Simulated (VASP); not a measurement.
# TiP (F-43m) in VASP: a series of runs

The runs below take TiP through single point, with LDA.

All numbers are computed with VASP 6.6.1; they aren't measurements. Logs are shortened: lines on timing, memory, paths and dates and some standing lists are left out, and cuts for length are marked.

### Step 1. The cell of the first run

Symmetry: F-43m, No. 216, cubic system. The conventional cell has a = 5.551 Å, b = 5.551 Å, c = 5.551 Å, α = 90.00°, β = 90.00°, γ = 90.00°. Ti (site symmetry -43m) has 4 P at 2.40 Å within 3.2 Å. P (site symmetry -43m) has 4 Ti at 2.40 Å within 3.2 Å.

### Step 2. Single point, LDA

INCAR

```
PREC = Accurate
ENCUT = 500
EDIFF = 1E-6
ISMEAR = 1
SIGMA = 0.1
LREAL = F
LASPH = T
NELM = 120
ALGO = Normal
ISIF = 2
LWAVE = F
LCHARG = F
NBANDS = 16
GGA_COMPAT = F
```

KPOINTS

```
Automatic mesh
0
Gamma
  7 7 7
```

POSCAR

```
TiP
1.0
    0.0000000000      2.7753000000      2.7753000000
    2.7753000000      0.0000000000      2.7753000000
    2.7753000000      2.7753000000      0.0000000000
Ti P
1 1
Direct
    0.5000000000      0.5000000000      0.5000000000
    0.2500000000      0.2500000000      0.2500000000
```

Potentials or basis: VASP PAW LDA potentials, release 64 (Ti_sv, P).

Run with:

```console
> cat potpaw_LDA.64/Ti_sv/POTCAR potpaw_LDA.64/P/POTCAR > POTCAR
> mpirun -np 1 vasp_std > vasp.out
```

OUTCAR:

```text
PREC = Accurate
   ENCUT = 500
   EDIFF = 1E-6
   ISMEAR = 1
   LREAL = F
   LASPH = T
   NELM = 120
   ISIF = 2

 ion  position               nearest neighbor table
   1  0.500  0.500  0.500-   2 2.40   2 2.40   2 2.40   2 2.40
   2  0.250  0.250  0.250-   1 2.40   1 2.40   1 2.40   1 2.40

  LATTYP: Found a face centered cubic cell.
 ALAT       =     5.5506000000

  Lattice vectors:

 A1 = (   0.0000000000,   2.7753000000,   2.7753000000)
 A2 = (   2.7753000000,   0.0000000000,   2.7753000000)
 A3 = (   2.7753000000,   2.7753000000,   0.0000000000)

Analysis of symmetry for initial positions (statically):
=====================================================================
 Subroutine PRICEL returns:
 Original cell was already a primitive cell.

 Routine SETGRP: Setting up the symmetry group for a
 face centered cubic supercell.

 Subroutine GETGRP returns: Found 24 space group operations
 (whereof 24 operations were pure point group operations)
 out of a pool of 48 trial point group operations.

The static configuration has the point symmetry T_d .

Analysis of symmetry for dynamics (positions and initial velocities):
=====================================================================
 Subroutine PRICEL returns:
 Original cell was already a primitive cell.

 Routine SETGRP: Setting up the symmetry group for a
 face centered cubic supercell.

 Subroutine GETGRP returns: Found 24 space group operations
 (whereof 24 operations were pure point group operations)
 out of a pool of 48 trial point group operations.

The dynamic configuration has the point symmetry T_d .

 Subroutine INISYM returns: Found 24 space group operations
 (whereof 24 operations are pure point group operations),
 and found     1 'primitive' translations

----------------------------------------------------------------------------------------

                                     Primitive cell

  volume of cell :      42.7523

  direct lattice vectors                    reciprocal lattice vectors
     0.000000000  2.775300000  2.775300000    -0.180160703  0.180160703  0.180160703
     2.775300000  0.000000000  2.775300000     0.180160703 -0.180160703  0.180160703
     2.775300000  2.775300000  0.000000000     0.180160703  0.180160703 -0.180160703

  length of vectors
[... 74 lines left out ...]
   LASPH  =      T    aspherical Exc in radial PAW
   ENCUT  =  500.0 eV  36.75 Ry    6.06 a.u.   7.16  7.16  7.16*2*pi/ulx,y,z
   NELM   =    120;   NELMIN=  2; NELMDL= -5     # of ELM steps
   EDIFF  = 0.1E-05   stopping-criterion for ELM
   LREAL  =      F    real-space projection
   EDIFFG = 0.1E-04   stopping-criterion for IOM
   NSW    =      0    number of steps for IOM
   IBRION =     -1    ionic relax: 0-MD 1-quasi-New 2-CG
   NFREE  =      0    steps in history (QN), initial steepest desc. (CG)
   ISIF   =      2    stress and relaxation
   ISYM   =      2    0-nonsym 1-usesym 2-fastsym
   POTIM  = 0.5000    time-step for ionic-motion
   TEBEG  =    0.0;   TEEND  =   0.0 temperature during run
   PSTRESS=    0.0 pullay stress
   NELECT =      17.0000    total number of electrons
   NUPDOWN=      -1.0000    fix difference up-down
   EMIN   =  10.00;   EMAX   =-10.00  energy-range for DOS
   EFERMI =   0.00;   METHOD = LEGACY
   ISMEAR =     1;   SIGMA  =   0.10  broadening in eV -4-tet -1-fermi 0-gaus
   EFERMI_NEDOS =   21; number of points for ismear=-14 and -15
   IALGO  =     38    algorithm
   IMIX   =      4    mixing-type and parameters
     AMIX     =   0.40;   BMIX     =  1.00
     AMIX_MAG =   1.60;   BMIX_MAG =  1.00
  volume/ion in A,a.u.               =      21.38       144.25
  Fermi-wavevector in a.u.,A,eV,Ry     =   1.203847  2.274940 19.718202  1.449247
  Thomas-Fermi vector in A             =   2.339589
   LORBIT       =      0    0 simple, 1 ext, 2 COOP (PROOUT), +10 PAW based schemes
   GGA     = CA    functional components
   LHFCALC =     F    Hartree Fock is set to
   AEXX    =    0.0000 exact exchange contribution
   IVDW    =     0    specifies the selected vdW correction
   LEPSILON=     F    determine dielectric tensor
   LRPA    =     F    only Hartree local field effects (RPA)
 non-spin polarized calculation
 Methfessel and Paxton  Order N= 1 SIGMA  =   0.10
  energy-cutoff  :      500.00
  volume of cell :       42.75
 maximum number of plane-waves:      1096
 NGX is ok and might be reduce to    30
   NGX = 15   NGY = 15   NGZ = 15

 number of electron      17.0000002 magnetization

 Free energy of the ion-electron system (eV)
  ---------------------------------------------------
  ext. energy  EPLUGINS =         0.00000000
  ---------------------------------------------------
  free energy    TOTEN  =       -15.45043610 eV

  energy without entropy =      -15.44502253  energy(sigma->0) =      -15.44863158

 E-fermi :   5.2649     XC(G=0): -10.0165

 val. band max:        5.2030735108   @ k =   0.4286   0.2857   0.1429
 cond. band min:       5.2748737388   @ k =  -0.4286   0.2857   0.1429
 fundamental gap:      0.0718002280
 Fermi energy:         5.2649132168

 k-point     1 :       0.0000    0.0000    0.0000
  band No.  band energies     occupation
      1     -51.4435      2.00000
      2     -28.0769      2.00000
      3     -28.0769      2.00000
      4     -28.0769      2.00000
      5      -5.6938      2.00000
      6       2.6425      2.00000
[... 357 lines left out ...]
      3     -28.1001      2.00000
      4     -28.0902      2.00000
      5      -4.2284      2.00000
      6       1.7162      2.00000
[... 8 lines left out ...]
     15      13.5076      0.00000
     16      14.4574      0.00000

------------------------ aborting loop because EDIFF is reached ----------------------------------------

  FORCE on cell =-STRESS in cart. coord.  units (eV):
  Direction    XX          YY          ZZ          XY          YZ          ZX
  --------------------------------------------------------------------------------------
  -------------------------------------------------------------------------------------
  Total       -1.3395859     -1.3395859     -1.3395859     -0.0000000     -0.0000000     -0.0000000
  in kB      -50.2020394    -50.2020394    -50.2020394     -0.0000000     -0.0000000     -0.0000000
  external PRESSURE =     -50.2020394 kB  Pullay stress =       0.0000000 kB

 VOLUME and BASIS-vectors are now :
 -----------------------------------------------------------------------------
  energy-cutoff  :      500.00
  volume of cell :       42.75
      direct lattice vectors                 reciprocal lattice vectors
     0.000000000  2.775300000  2.775300000    -0.180160703  0.180160703  0.180160703
     2.775300000  0.000000000  2.775300000     0.180160703 -0.180160703  0.180160703
     2.775300000  2.775300000  0.000000000     0.180160703  0.180160703 -0.180160703

 POSITION                                       TOTAL-FORCE (eV/Angst)
 -----------------------------------------------------------------------------------
      2.77530      2.77530      2.77530         0.000000      0.000000      0.000000
      1.38765      1.38765      1.38765        -0.000000     -0.000000     -0.000000
 -----------------------------------------------------------------------------------
    total drift:                               -0.000000     -0.000000     -0.000000

  FREE ENERGIE OF THE ION-ELECTRON SYSTEM (eV)
  ---------------------------------------------------
  free  energy   TOTEN  =       -15.4504360983 eV

  energy  without entropy=      -15.4450225286  energy(sigma->0) =      -15.44863158
```

stdout:

```text
POSCAR found type information on POSCAR TiP
 POSCAR found :  2 types and       2 ions
 scaLAPACK will be used
 LDA part: xc-table for (Slater(with rela. corr.)+CA(PZ))
 , standard interpolation
 POSCAR, INCAR and KPOINTS ok, starting setup
 FFT: planning ... GRIDC
 FFT: planning ... GRID_SOFT
 FFT: planning ... GRID
 WAVECAR not read
 entering main loop
```

Wall time 34 s (1 thread of AMD EPYC 7R13, shared host); peak memory 0.12 GiB.

What came out:

| Quantity | Value |
| --- | --- |
| Free energy | -15.4504 eV |
| Pressure | -5.0 GPa |

### Step 3. Single point, LDA

INCAR

```
SYSTEM = TiP
  PREC = Accurate
  ENCUT = 500
  EDIFF = 1E-6
  ISMEAR = 1
  SIGMA = 0.1
  LREAL = .False.
  LASPH = .True.
  NELM = 120
  ALGO = Normal
  ISIF = 2
  LWAVE = .False.
  LCHARG = .False.
  GGA = CA
  NBANDS = 16
  GGA_COMPAT = .False.
```

KPOINTS

```
regular mesh
0
Gamma
  7 7 7
  0 0 0
```

POSCAR is that of step 2.

Potentials or basis: VASP PAW LDA potentials, release 64 (Ti_sv, P).

Run with:

```console
> cat potpaw_LDA.64/Ti_sv/POTCAR potpaw_LDA.64/P/POTCAR > POTCAR
> mpirun -np 1 vasp_std > vasp.out
```

Wall time 27 s (1 thread of AMD EPYC 7R13, shared host); peak memory 0.12 GiB.

It converged, with:

```yaml
Free_energy: -15.4504 eV
Pressure: -5.0 GPa
```

Levels at points of the mesh, in eV from the Fermi level:
```tsv
k point	band 6	band 7	band 8	band 9	band 10	band 11
(0.00, 0.00, 0.00)	-2.62	-2.62	-2.62	0.44	0.44	3.58
```
